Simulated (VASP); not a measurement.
# AlGaN2 (P-4m2) in VASP: further runs

AlGaN2 is run at these levels: r2SCAN; tasks: single point, relaxation of cell and atoms.

All numbers are computed with VASP 6.6.1; they aren't measurements. Logs are shortened: lines on timing, memory, paths and dates and some standing lists are left out, and cuts for length are marked.

### Step 1. The cell of the first run

Symmetry: P-4m2, No. 115, tetragonal system. The conventional cell has a = 3.141 Å, b = 3.141 Å, c = 4.424 Å, α = 90.00°, β = 90.00°, γ = 90.00°. Within 2.5 Å of Al (site symmetry -4m2) lie 4 N at 1.89 Å. Within 2.6 Å of Ga (site symmetry -4m2) lie 4 N at 1.95 Å. N (site symmetry 2mm) has 2 Al at 1.89 Å and 2 Ga at 1.95 Å within 2.5 Å.

### Step 2. Single point, r2SCAN

Contents of POSCAR:

```
AlGaN2
1.0
    3.1408770487      0.0000000000      0.0000000000
    0.0000000000      3.1408770487      0.0000000000
    0.0000000000      0.0000000000      4.4238379400
Al Ga N
1 1 2
Direct
    0.5000000000      0.5000000000      0.5000000000
    0.0000000000      0.0000000000      0.0000000000
    0.5000000000      0.0000000000      0.7382648100
    0.0000000000      0.5000000000      0.2617351900
```

Contents of INCAR.step1:

```
PREC     = Accurate       # precision mode
ENCUT    = 520            # plane-wave cutoff, eV
ISMEAR   = 0              # smearing method
SIGMA    = 0.1            # smearing width, eV
LREAL    = False          # projectors in reciprocal space
LASPH    = True           # aspherical terms in the spheres
NELM     = 60             # most SCF steps
NBANDS   = 21             # bands
GGA      = PE             # functional
ALGO     = Normal         # electronic algorithm
EDIFF    = 1E-4           # SCF threshold, eV
LWAVE    = True           # write WAVECAR
LCHARG   = False          # write CHGCAR
```

Contents of INCAR.step2:

```
PREC     = Accurate       # precision mode
ENCUT    = 520            # plane-wave cutoff, eV
EDIFF    = 1E-7           # SCF threshold, eV
ISMEAR   = 0              # smearing method
SIGMA    = 0.1            # smearing width, eV
LREAL    = False          # projectors in reciprocal space
LASPH    = True           # aspherical terms in the spheres
NELM     = 60             # most SCF steps
ALGO     = Normal         # electronic algorithm
ISIF     = 2              # what is computed and relaxed
LWAVE    = False          # write WAVECAR
LCHARG   = False          # write CHGCAR
METAGGA  = R2SCAN         # meta-GGA
LMIXTAU  = True         
NBANDS   = 21             # bands
ISTART   = 1
```

Contents of KPOINTS:

```
regular mesh
0
Gamma
  6 6 4
```

Potentials or basis: VASP PAW PBE potentials, release 64 (Al, Ga_d, N).

On the command line:

```bash
$ cat potpaw_PBE.64/Al/POTCAR potpaw_PBE.64/Ga_d/POTCAR potpaw_PBE.64/N/POTCAR > POTCAR
$ cp INCAR.step1 INCAR
$ mpirun -np 1 vasp_std > vasp.out
$ cp INCAR.step2 INCAR
$ mpirun -np 1 vasp_std > vasp.out
```

OUTCAR:

```text
PREC = Accurate
   ENCUT = 520
   EDIFF = 1E-7
   ISMEAR = 0
   LREAL = False
   LASPH = True
   NELM = 60
   ISIF = 2
   METAGGA = R2SCAN
   ISTART = 1

 ion  position               nearest neighbor table
   1  0.500  0.500  0.500-   3 1.89   4 1.89   3 1.89   4 1.89   2 3.13   2 3.13   2 3.13   2 3.13
                             2 3.13   2 3.13   2 3.13   2 3.13
   2  0.000  0.000  0.000-   3 1.95   4 1.95   4 1.95   3 1.95   1 3.13   1 3.13   1 3.13   1 3.13
                             1 3.13   1 3.13   1 3.13   1 3.13
   3  0.500  0.000  0.738-   1 1.89   1 1.89   2 1.95   2 1.95
   4  0.000  0.500  0.262-   1 1.89   1 1.89   2 1.95   2 1.95

  LATTYP: Found a simple tetragonal cell.
 ALAT       =     3.1408770487
 C/A-ratio  =     1.4084721788

  Lattice vectors:

 A1 = (   3.1408770487,   0.0000000000,   0.0000000000)
 A2 = (   0.0000000000,   3.1408770487,   0.0000000000)
 A3 = (   0.0000000000,   0.0000000000,   4.4238379400)

Analysis of symmetry for initial positions (statically):
=====================================================================
 Subroutine PRICEL returns:
 Original cell was already a primitive cell.

 Routine SETGRP: Setting up the symmetry group for a
 simple tetragonal supercell.

 Subroutine GETGRP returns: Found  8 space group operations
 (whereof  8 operations were pure point group operations)
 out of a pool of 16 trial point group operations.

The static configuration has the point symmetry D_2d.

Analysis of symmetry for dynamics (positions and initial velocities):
=====================================================================
 Subroutine PRICEL returns:
 Original cell was already a primitive cell.

 Routine SETGRP: Setting up the symmetry group for a
 simple tetragonal supercell.

 Subroutine GETGRP returns: Found  8 space group operations
 (whereof  8 operations were pure point group operations)
 out of a pool of 16 trial point group operations.

The dynamic configuration has the point symmetry D_2d.

 Subroutine INISYM returns: Found  8 space group operations
 (whereof  8 operations are pure point group operations),
 and found     1 'primitive' translations

----------------------------------------------------------------------------------------

                                     Primitive cell

  volume of cell :      43.6416

  direct lattice vectors                    reciprocal lattice vectors
     3.140877049  0.000000000  0.000000000     0.318382409  0.000000000  0.000000000
     0.000000000  3.140877049  0.000000000     0.000000000  0.318382409  0.000000000
     0.000000000  0.000000000  4.423837940     0.000000000  0.000000000  0.226048064

  length of vectors
     3.140877049  3.140877049  4.423837940     0.318382409  0.318382409  0.226048064

  position of ions in fractional coordinates (direct lattice)
     0.500000000  0.500000000  0.500000000
     0.000000000  0.000000000  0.000000000
     0.500000000  0.000000000  0.738264810
     0.000000000  0.500000000  0.261735190

  ion indices of the primitive-cell ions
   primitive index   ion index
                 1           1
                 2           2
                 3           3
                 4           4

----------------------------------------------------------------------------------------

 KPOINTS: regular mesh

Automatic generation of k-mesh.
 Grid dimensions read from file:
 generate k-points for:    6    6    4

 Generating k-lattice:

  Cartesian coordinates                     Fractional coordinates (reciprocal lattice)
     0.053063735  0.000000000  0.000000000     0.166666667  0.000000000  0.000000000
     0.000000000  0.053063735  0.000000000     0.000000000  0.166666667  0.000000000
     0.000000000  0.000000000  0.056512016     0.000000000  0.000000000  0.250000000

  Length of vectors
     0.053063735  0.053063735  0.056512016

  Shift w.r.t. Gamma in fractional coordinates (k-lattice)
     0.000000000  0.000000000  0.000000000

 Subroutine IBZKPT returns following result:
 ===========================================

 Found     30 irreducible k-points:

 Following reciprocal coordinates:
            Coordinates               Weight
  0.000000  0.000000  0.000000      1.000000
  0.166667  0.000000  0.000000      4.000000
  0.333333  0.000000  0.000000      4.000000
  0.500000  0.000000  0.000000      2.000000
  0.166667  0.166667  0.000000      4.000000
  0.333333  0.166667  0.000000      8.000000
[... 16 lines left out ...]
  0.333333  0.000000  0.500000      4.000000
  0.500000  0.000000  0.500000      2.000000
 [... further k-points ...]
   k-points           NKPTS =     30   k-points in BZ     NKDIM =     30   number of bands    NBANDS=     21
   number of dos      NEDOS =    301   number of ions     NIONS =      4
   total plane-waves  NPLWV =  20736
   dimension x,y,z NGX =    24 NGY =   24 NGZ =   36
   dimension x,y,z NGXF=    48 NGYF=   48 NGZF=   72
   ions per type =               1   1   2
   NGX,Y,Z   is equivalent  to a cutoff of  12.70, 12.70, 13.53 a.u.
   NGXF,Y,Z  is equivalent  to a cutoff of  25.41, 25.41, 27.06 a.u.
 SYSTEM =  unknown system
   PREC   = accura    normal or accurate (medium, high low for compatibility)
   ISTART =      1    job   : 0-new  1-cont  2-samecut
   ICHARG =      0    charge: 1-file 2-atom 10-const
   ISPIN  =      1    spin polarized calculation?
   LNONCOLLINEAR =      F non collinear calculations
   LSORBIT =      F    spin-orbit coupling
   LASPH  =      T    aspherical Exc in radial PAW
   ENCUT  =  520.0 eV  38.22 Ry    6.18 a.u.   5.84  5.84  8.23*2*pi/ulx,y,z
   NELM   =     60;   NELMIN=  2; NELMDL=  0     # of ELM steps
   EDIFF  = 0.1E-06   stopping-criterion for ELM
   LREAL  =      F    real-space projection
   EDIFFG = 0.1E-05   stopping-criterion for IOM
   NSW    =      0    number of steps for IOM
   IBRION =     -1    ionic relax: 0-MD 1-quasi-New 2-CG
   NFREE  =      0    steps in history (QN), initial steepest desc. (CG)
   ISIF   =      2    stress and relaxation
   ISYM   =      2    0-nonsym 1-usesym 2-fastsym
   POTIM  = 0.5000    time-step for ionic-motion
   TEBEG  =    0.0;   TEEND  =   0.0 temperature during run
   PSTRESS=    0.0 pullay stress
   NELECT =      26.0000    total number of electrons
   NUPDOWN=      -1.0000    fix difference up-down
   EMIN   =  10.00;   EMAX   =-10.00  energy-range for DOS
   EFERMI =   0.00;   METHOD = LEGACY
   ISMEAR =     0;   SIGMA  =   0.10  broadening in eV -4-tet -1-fermi 0-gaus
   EFERMI_NEDOS =   21; number of points for ismear=-14 and -15
   IALGO  =     38    algorithm
   IMIX   =      4    mixing-type and parameters
     AMIX     =   0.40;   BMIX     =  1.00
     AMIX_MAG =   1.60;   BMIX_MAG =  1.00
  volume/ion in A,a.u.               =      10.91        73.63
  Fermi-wavevector in a.u.,A,eV,Ry     =   1.377523  2.603141 25.818009  1.897570
  Thomas-Fermi vector in A             =   2.502669
   LORBIT       =      0    0 simple, 1 ext, 2 COOP (PROOUT), +10 PAW based schemes
   METAGGA = R2SCAN    functional components
   LHFCALC =     F    Hartree Fock is set to
   AEXX    =    0.0000 exact exchange contribution
   IVDW    =     0    specifies the selected vdW correction
   LEPSILON=     F    determine dielectric tensor
   LRPA    =     F    only Hartree local field effects (RPA)
 non-spin polarized calculation
 Gauss-broadening in eV      SIGMA  =   0.10
  energy-cutoff  :      520.00
  volume of cell :       43.64
 maximum number of plane-waves:      1208
 NGX is ok and might be reduce to    24
   NGX = 11   NGY = 11   NGZ = 17

 number of electron      25.9999980 magnetization

 Free energy of the ion-electron system (eV)
  ---------------------------------------------------
  ext. energy  EPLUGINS =         0.00000000
  ---------------------------------------------------
  free energy    TOTEN  =       -41.07367690 eV

  energy without entropy =      -41.07367690  energy(sigma->0) =      -41.07367690

 E-fermi :   5.8605     XC(G=0): -12.0672

 val. band max:        5.3800480486   @ k =   0.0000   0.0000   0.0000
 cond. band min:       8.7402224924   @ k =   0.0000   0.0000   0.0000
 fundamental gap:      3.3601744438
 Fermi energy:         5.8604937505

 k-point     1 :       0.0000    0.0000    0.0000
  band No.  band energies     occupation
      1     -10.9034      2.00000
      2      -9.3097      2.00000
      3      -7.9495      2.00000
      4      -7.9495      2.00000
      5      -7.8787      2.00000
      6      -7.7251      2.00000
[... 13 lines left out ...]
     20      19.1771      0.00000
     21      21.4313      0.00000

 k-point     2 :       0.1667    0.0000    0.0000
  band No.  band energies     occupation
      1     -10.6712      2.00000
      2      -9.3154      2.00000
      3      -7.9553      2.00000
      4      -7.9448      2.00000
      5      -7.8392      2.00000
      6      -7.7444      2.00000
[... 13 lines left out ...]
     20      18.8204      0.00000
     21      20.5678      0.00000

 k-point     3 :       0.3333    0.0000    0.0000
  band No.  band energies     occupation
      1     -10.1109      2.00000
      2      -9.3726      2.00000
      3      -7.9353      2.00000
      4      -7.9072      2.00000
      5      -7.7826      2.00000
      6      -7.6821      2.00000
[... 13 lines left out ...]
     20      18.0298      0.00000
     21      19.0698      0.00000

 k-point     4 :       0.5000    0.0000    0.0000
  band No.  band energies     occupation
      1      -9.6645      2.00000
      2      -9.5338      2.00000
      3      -7.9304      2.00000
      4      -7.8692      2.00000
      5      -7.8016      2.00000
      6      -7.3466      2.00000
[... 13 lines left out ...]
     20      18.1381      0.00000
     21      18.2382      0.00000

 k-point     5 :       0.1667    0.1667    0.0000
  band No.  band energies     occupation
      1     -10.4543      2.00000
      2      -9.3107      2.00000
      3      -7.9642      2.00000
      4      -7.9160      2.00000
      5      -7.8091      2.00000
      6      -7.7586      2.00000
[... 13 lines left out ...]
     20      18.4193      0.00000
     21      18.9028      0.00000
[... 382 lines left out ...]
     20      18.5439      0.00000
     21      18.5439      0.00000

 k-point    22 :       0.1667    0.0000    0.5000
  band No.  band energies     occupation
      1     -10.0411      2.00000
      2      -9.6943      2.00000
      3      -7.9519      2.00000
      4      -7.9024      2.00000
      5      -7.8293      2.00000
      6      -7.7440      2.00000
[... 13 lines left out ...]
     20      17.9327      0.00000
     21      19.2642      0.00000

 k-point    23 :       0.3333    0.0000    0.5000
  band No.  band energies     occupation
      1      -9.8137      2.00000
      2      -9.5085      2.00000
      3      -7.9413      2.00000
      4      -7.8228      2.00000
      5      -7.7819      2.00000
      6      -7.5876      2.00000
[... 13 lines left out ...]
     20      17.8564      0.00000
     21      17.9085      0.00000

 k-point    24 :       0.5000    0.0000    0.5000
  band No.  band energies     occupation
      1      -9.6937      2.00000
      2      -9.4481      2.00000
      3      -7.9359      2.00000
      4      -7.8129      2.00000
      5      -7.8008      2.00000
      6      -7.3324      2.00000
[... 13 lines left out ...]
     20      17.2753      0.00000
     21      17.2913      0.00000

 [... further k-points ...]
[... 5 lines left out ...]
  --------------------------------------------------------------------------------------
  -------------------------------------------------------------------------------------
  Total       -0.0217018     -0.0217018     -0.0083778      0.0000000      0.0000000      0.0000000
  in kB       -0.7967187     -0.7967187     -0.3075667      0.0000000      0.0000000      0.0000000
  external PRESSURE =      -0.6336680 kB  Pullay stress =       0.0000000 kB

 VOLUME and BASIS-vectors are now :
 -----------------------------------------------------------------------------
  energy-cutoff  :      520.00
  volume of cell :       43.64
      direct lattice vectors                 reciprocal lattice vectors
     3.140877049  0.000000000  0.000000000     0.318382409  0.000000000  0.000000000
     0.000000000  3.140877049  0.000000000     0.000000000  0.318382409  0.000000000
     0.000000000  0.000000000  4.423837940     0.000000000  0.000000000  0.226048064

 POSITION                                       TOTAL-FORCE (eV/Angst)
 -----------------------------------------------------------------------------------
      1.57044      1.57044      2.21192         0.000000     -0.000000      0.000000
      0.00000      0.00000      0.00000         0.000000      0.000000      0.000000
      1.57044      0.00000      3.26596        -0.000000      0.000000      0.001894
      0.00000      1.57044      1.15787         0.000000      0.000000     -0.001894
 -----------------------------------------------------------------------------------
    total drift:                               -0.000000      0.000000     -0.000000

  FREE ENERGIE OF THE ION-ELECTRON SYSTEM (eV)
  ---------------------------------------------------
  free  energy   TOTEN  =       -41.0736768965 eV

  energy  without entropy=      -41.0736768965  energy(sigma->0) =      -41.07367690
```

Wall time 2.2 min (1 thread of Intel Xeon Platinum 8259CL at 2.50GHz (Skylake/Cascade Lake), shared host); peak memory 0.18 GiB.

Results:

```yaml
Free_energy: -41.0737 eV
Pressure: -0.1 GPa
Band_gap_on_the_k_mesh: 3.36 eV, direct
```

Caveat: the PAW data sets were made with another functional, which shifts forces and pressure a little.

(Continued in part 2 of 2.)
